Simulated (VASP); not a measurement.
# Mg (P6_3/mmc) in VASP: single point with LDA

Aim: the single point of Mg with LDA.

All numbers are computed with VASP 6.6.1; they aren't measurements. Logs are shortened: lines on timing, memory, paths and dates and some standing lists are left out, and cuts for length are marked.

**1. The cell of the first run**

The structure is hexagonal, space group P6_3/mmc (No. 194). The conventional cell has a = 4.520 Å, b = 4.520 Å, c = 7.330 Å, α = 90.00°, β = 90.00°, γ = 120.00°. Mg (site symmetry -6m2) has 12 Mg at 4.50 to 4.52 Å within 5.9 Å.

**2. Single point, LDA**

The input, INCAR:

```
ALGO = Normal ; EDIFF = 1E-6
ENCUT = 600 ; GGA = CA
GGA_COMPAT = F ; ISIF = 2
ISMEAR = -1 ; LASPH = T
LCHARG = T ; LELF = T
LREAL = F ; LVHAR = T
LWAVE = F ; NBANDS = 9
NELM = 120 ; PREC = Accurate
SIGMA = 0.1
```

The input, KPOINTS:

```
k-points
0
Gamma
  6 6 4
```

The input, POSCAR:

```
Mg
1.0
    4.5200000000      0.0000000000      0.0000000000
   -2.2600000000      3.9144300000      0.0000000000
    0.0000000000      0.0000000000      7.3300000000
Mg
2
Direct
    0.3333333333      0.6666666667      0.0000000000
    0.6666666667      0.3333333333      0.5000000000
```

Potentials or basis: VASP PAW LDA potentials, release 64 (Mg).

Launch:

```sh
> cat potpaw_LDA.64/Mg/POTCAR > POTCAR
> mpirun -np 1 vasp_std > vasp.out
```

OUTCAR:

```text
EDIFF = 1E-6
   ENCUT = 600
   GGA = CA
   ISIF = 2
   ISMEAR = -1
   LASPH = T
   LREAL = F
   NELM = 120
   PREC = Accurate

 ion  position               nearest neighbor table
   1  0.333  0.667  0.000-
   2  0.667  0.333  0.500-

  LATTYP: Found a hexagonal cell.
 ALAT       =     4.5200000000
 C/A-ratio  =     1.6216814159

  Lattice vectors:

 A1 = (   4.5200000000,   0.0000000000,   0.0000000000)
 A2 = (  -2.2600000000,   3.9144300000,   0.0000000000)
 A3 = (   0.0000000000,   0.0000000000,   7.3300000000)

Analysis of symmetry for initial positions (statically):
=====================================================================
 Subroutine PRICEL returns:
 Original cell was already a primitive cell.

 Routine SETGRP: Setting up the symmetry group for a
 hexagonal supercell.

 Subroutine GETGRP returns: Found 24 space group operations
 (whereof 12 operations were pure point group operations)
 out of a pool of 24 trial point group operations.

The static configuration has the point symmetry D_3h.
 The point group associated with its full space group is D_6h.

Analysis of symmetry for dynamics (positions and initial velocities):
=====================================================================
 Subroutine PRICEL returns:
 Original cell was already a primitive cell.

 Routine SETGRP: Setting up the symmetry group for a
 hexagonal supercell.

 Subroutine GETGRP returns: Found 24 space group operations
 (whereof 12 operations were pure point group operations)
 out of a pool of 24 trial point group operations.

The dynamic configuration has the point symmetry D_3h.
 The point group associated with its full space group is D_6h.

 Subroutine INISYM returns: Found 24 space group operations
 (whereof 12 operations are pure point group operations),
 and found     1 'primitive' translations

----------------------------------------------------------------------------------------

                                     Primitive cell

  volume of cell :     129.6913

  direct lattice vectors                    reciprocal lattice vectors
     4.520000000  0.000000000  0.000000000     0.221238938  0.127732518  0.000000000
    -2.260000000  3.914430000  0.000000000     0.000000000  0.255465036  0.000000000
     0.000000000  0.000000000  7.330000000     0.000000000  0.000000000  0.136425648

  length of vectors
     4.520000000  4.519995821  7.330000000     0.255464800  0.255465036  0.136425648

  position of ions in fractional coordinates (direct lattice)
     0.333333333  0.666666667  0.000000000
     0.666666667  0.333333333  0.500000000

  ion indices of the primitive-cell ions
   primitive index   ion index
                 1           1
                 2           2

----------------------------------------------------------------------------------------

 KPOINTS: k-points

Automatic generation of k-mesh.
 Grid dimensions read from file:
 generate k-points for:    6    6    4

 Generating k-lattice:

  Cartesian coordinates                     Fractional coordinates (reciprocal lattice)
     0.036873156  0.021288753  0.000000000     0.166666667 -0.000000000  0.000000000
     0.000000000  0.042577506  0.000000000     0.000000000  0.166666667  0.000000000
     0.000000000  0.000000000  0.034106412     0.000000000  0.000000000  0.250000000

  Length of vectors
     0.042577467  0.042577506  0.034106412

  Shift w.r.t. Gamma in fractional coordinates (k-lattice)
     0.000000000  0.000000000  0.000000000

 Subroutine IBZKPT returns following result:
 ===========================================

 Found     21 irreducible k-points:

 Following reciprocal coordinates:
            Coordinates               Weight
  0.000000  0.000000  0.000000      1.000000
  0.166667  0.000000  0.000000      6.000000
  0.333333 -0.000000  0.000000      6.000000
  0.500000 -0.000000  0.000000      3.000000
  0.166667  0.166667  0.000000      6.000000
  0.333333  0.166667  0.000000     12.000000
[... 13 lines left out ...]
  0.333333  0.166667  0.500000     12.000000
  0.333333  0.333333  0.500000      2.000000
   k-points           NKPTS =     21   k-points in BZ     NKDIM =     21   number of bands    NBANDS=      9
   number of dos      NEDOS =    301   number of ions     NIONS =      2
   total plane-waves  NPLWV =  77760
   dimension x,y,z NGX =    36 NGY =   36 NGZ =   60
   dimension x,y,z NGXF=    72 NGYF=   72 NGZF=  120
   ions per type =               2
   NGX,Y,Z   is equivalent  to a cutoff of  13.24, 13.24, 13.61 a.u.
   NGXF,Y,Z  is equivalent  to a cutoff of  26.48, 26.48, 27.22 a.u.
 SYSTEM =  unknown system
   PREC   = accura    normal or accurate (medium, high low for compatibility)
   ISTART =      0    job   : 0-new  1-cont  2-samecut
   ICHARG =      2    charge: 1-file 2-atom 10-const
   ISPIN  =      1    spin polarized calculation?
   LNONCOLLINEAR =      F non collinear calculations
   LSORBIT =      F    spin-orbit coupling
   LASPH  =      T    aspherical Exc in radial PAW
   ENCUT  =  600.0 eV  44.10 Ry    6.64 a.u.   9.03  9.03 14.64*2*pi/ulx,y,z
   NELM   =    120;   NELMIN=  2; NELMDL= -5     # of ELM steps
   EDIFF  = 0.1E-05   stopping-criterion for ELM
   LREAL  =      F    real-space projection
   EDIFFG = 0.1E-04   stopping-criterion for IOM
   NSW    =      0    number of steps for IOM
   IBRION =     -1    ionic relax: 0-MD 1-quasi-New 2-CG
   NFREE  =      0    steps in history (QN), initial steepest desc. (CG)
   ISIF   =      2    stress and relaxation
   ISYM   =      2    0-nonsym 1-usesym 2-fastsym
   POTIM  = 0.5000    time-step for ionic-motion
   TEBEG  =    0.0;   TEEND  =   0.0 temperature during run
   PSTRESS=    0.0 pullay stress
   NELECT =       4.0000    total number of electrons
   NUPDOWN=      -1.0000    fix difference up-down
   EMIN   =  10.00;   EMAX   =-10.00  energy-range for DOS
   EFERMI =   0.00;   METHOD = LEGACY
   ISMEAR =    -1;   SIGMA  =   0.10  broadening in eV -4-tet -1-fermi 0-gaus
   EFERMI_NEDOS =   21; number of points for ismear=-14 and -15
   IALGO  =     38    algorithm
   IMIX   =      4    mixing-type and parameters
     AMIX     =   0.40;   BMIX     =  1.00
     AMIX_MAG =   1.60;   BMIX_MAG =  1.00
  volume/ion in A,a.u.               =      64.85       437.60
  Fermi-wavevector in a.u.,A,eV,Ry     =   0.513402  0.970190  3.586250  0.263582
  Thomas-Fermi vector in A             =   1.527857
   LORBIT       =      0    0 simple, 1 ext, 2 COOP (PROOUT), +10 PAW based schemes
   GGA     = CA    functional components
   LHFCALC =     F    Hartree Fock is set to
   AEXX    =    0.0000 exact exchange contribution
   IVDW    =     0    specifies the selected vdW correction
   LEPSILON=     F    determine dielectric tensor
   LRPA    =     F    only Hartree local field effects (RPA)
 non-spin polarized calculation
  energy-cutoff  :      600.00
  volume of cell :      129.69
 maximum number of plane-waves:      4377
   NGX = 19   NGY = 19   NGZ = 29

 number of electron       4.0000000 magnetization

 Free energy of the ion-electron system (eV)
  ---------------------------------------------------
  ext. energy  EPLUGINS =         0.00000000
  ---------------------------------------------------
  free energy    TOTEN  =        -1.07958651 eV

  energy without entropy =       -1.06744745  energy(sigma->0) =       -1.07351698

 E-fermi :  -1.2506     XC(G=0):  -5.7591

 val. band max:       -1.5374609873   @ k =   0.3333   0.1667   0.0000
 cond. band min:      -1.2111971974   @ k =   0.0000   0.0000   0.0000
 fundamental gap:      0.3262637899
 Fermi energy:        -1.2505778900

 k-point     1 :       0.0000    0.0000    0.0000
  band No.  band energies     occupation
      1      -4.6189      2.00000
      2      -2.4637      1.99999
      3      -1.2112      0.80560
      4       3.9167      0.00000
      5       3.9167      0.00000
      6       4.6279      0.00000
      7       4.6279      0.00000
      8       4.9225      0.00000
      9       5.3559      0.00000

 k-point     2 :       0.1667    0.0000    0.0000
  band No.  band energies     occupation
      1      -4.3592      2.00000
      2      -2.2237      1.99988
      3      -0.9574      0.10120
      4       1.9986      0.00000
      5       3.1822      0.00000
      6       3.5273      0.00000
      7       4.4867      0.00000
      8       4.6901      0.00000
      9       4.9015      0.00000

 k-point     3 :       0.3333   -0.0000    0.0000
  band No.  band energies     occupation
      1      -3.5961      2.00000
      2      -1.6274      1.95487
      3      -0.2093      0.00006
      4      -0.0512      0.00001
      5       1.7560      0.00000
      6       2.5009      0.00000
      7       2.8533      0.00000
      8       3.7663      0.00000
      9       4.2280      0.00000

 k-point     4 :       0.5000   -0.0000    0.0000
  band No.  band energies     occupation
      1      -2.6383      2.00000
      2      -2.0232      1.99912
      3      -0.1897      0.00005
      4       0.4225      0.00000
      5       0.7172      0.00000
      6       1.5004      0.00000
      7       2.2639      0.00000
      8       3.4311      0.00000
      9       4.0280      0.00000
[... 169 lines left out ...]
 k-point    19 :       0.1667    0.1667    0.5000
  band No.  band energies     occupation
      1      -3.1957      2.00000
      2      -3.1957      2.00000
      3       1.1949      0.00000
      4       1.1949      0.00000
      5       2.0024      0.00000
      6       2.0024      0.00000
      7       2.5593      0.00000
      8       2.5593      0.00000
      9       5.9062      0.00000

 k-point    20 :       0.3333    0.1667    0.5000
  band No.  band energies     occupation
      1      -2.2826      1.99993
      2      -2.2826      1.99993
      3      -0.3421      0.00023
      4      -0.3421      0.00023
      5       1.3098      0.00000
      6       1.3098      0.00000
      7       3.2338      0.00000
      8       3.2338      0.00000
      9       5.1541      0.00000

 k-point    21 :       0.3333    0.3333    0.5000
  band No.  band energies     occupation
      1      -1.7026      1.97846
      2      -1.7026      1.97846
      3      -0.3798      0.00033
      4      -0.3798      0.00033
      5       0.0480      0.00000
      6       0.0480      0.00000
      7       3.7143      0.00000
      8       3.7143      0.00000
      9       5.2157      0.00000

------------------------ aborting loop because EDIFF is reached ----------------------------------------

  FORCE on cell =-STRESS in cart. coord.  units (eV):
  Direction    XX          YY          ZZ          XY          YZ          ZX
  --------------------------------------------------------------------------------------
  -------------------------------------------------------------------------------------
  Total       -1.8395733     -1.8395688     -1.8974138      0.0000000     -0.0000000      0.0000000
  in kB      -22.7256721    -22.7256161    -23.4402204      0.0000000     -0.0000000      0.0000000
  external PRESSURE =     -22.9638362 kB  Pullay stress =       0.0000000 kB

 VOLUME and BASIS-vectors are now :
 -----------------------------------------------------------------------------
  energy-cutoff  :      600.00
  volume of cell :      129.69
      direct lattice vectors                 reciprocal lattice vectors
     4.520000000  0.000000000  0.000000000     0.221238938  0.127732518  0.000000000
    -2.260000000  3.914430000  0.000000000     0.000000000  0.255465036  0.000000000
     0.000000000  0.000000000  7.330000000     0.000000000  0.000000000  0.136425648

 POSITION                                       TOTAL-FORCE (eV/Angst)
 -----------------------------------------------------------------------------------
     -0.00000      2.60962      0.00000        -0.000000      0.000000      0.000000
      2.26000      1.30481      3.66500         0.000000     -0.000000      0.000000
 -----------------------------------------------------------------------------------
    total drift:                               -0.000000      0.000000     -0.000000

  FREE ENERGIE OF THE ION-ELECTRON SYSTEM (eV)
  ---------------------------------------------------
  free  energy   TOTEN  =        -1.0795865136 eV

  energy  without entropy=       -1.0674474528  energy(sigma->0) =       -1.07351698
```

Run time: 17 s. Hardware: 1 thread of Intel Xeon Platinum 8375C at 2.90GHz (Ice Lake), shared host; peak memory 0.21 GiB.

What came out:

```
Free energy            : -1.0796 eV
Pressure               : -2.3 GPa
Band gap on the k mesh : 0.33 eV, indirect (least direct gap 1.13 eV)
```

A k mesh can miss the band edges.
